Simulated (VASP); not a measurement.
A run of VASP 6.6.1 is set up as follows.

Contents of POSCAR:

```
SrTiO3
1.0
    3.9068462011      0.0000000000      0.0000000000
    0.0000000000      3.9068462011      0.0000000000
    0.0000000000      0.0000000000      3.9068462011
Sr Ti O
1 1 3
Direct
    0.5000000000      0.5000000000      0.5000000000
    0.0000000000      0.0000000000      0.0000000000
    0.5000000000      0.0000000000      0.0000000000
    0.0000000000      0.5000000000      0.0000000000
    0.0000000000      0.0000000000      0.5000000000
```

Contents of INCAR.step1:

```
SYSTEM = SrTiO3
ALGO = Normal
EDIFF = 1E-4
ENCUT = 600
GGA = PE
ISMEAR = 0
LASPH = .True.
LCHARG = .False.
LREAL = .False.
LWAVE = .True.
NELM = 80
PREC = Accurate
SIGMA = 0.01
```

Contents of INCAR.step2:

```
SYSTEM = SrTiO3
ALGO = Normal
EDIFF = 1E-6
EDIFFG = -0.001
ENCUT = 600
IBRION = 2
ISIF = 3
ISMEAR = 0
ISTART = 1
LASPH = .True.
LCHARG = .False.
LMIXTAU = .True.
LREAL = .False.
LWAVE = .False.
METAGGA = R2SCAN
NELM = 80
NSW = 80
PREC = Accurate
SIGMA = 0.01
```

Contents of KPOINTS:

```
k-points
0
Gamma
  8 8 8
  0 0 0
```

Potentials or basis: VASP PAW PBE potentials, release 64 (Sr_sv, Ti_sv, O).

The run is started by

```console
$ cat potpaw_PBE.64/Sr_sv/POTCAR potpaw_PBE.64/Ti_sv/POTCAR potpaw_PBE.64/O/POTCAR > POTCAR
$ cp INCAR.step1 INCAR
$ mpirun -np 1 vasp_std > vasp.out
$ cp INCAR.step2 INCAR
$ mpirun -np 1 vasp_std > vasp.out
```

(1) Estimate the band gap on the k mesh.

(2) Predict the relaxed cell.

(3) Estimate the relaxed volume.

(4) Predict the space group after relaxing (to 0.05 Å).

Results:

(1) 2.27 eV, indirect (least direct gap 2.65 eV).

(2) a = 3.912 Å, b = 3.912 Å, c = 3.912 Å, α = 90.00°, β = 90.00°, γ = 90.00°.

(3) 11.98 Å³/atom.

(4) Pm-3m (No. 221).

Caveat: the PAW data sets were made with another functional, which shifts forces and pressure a little.
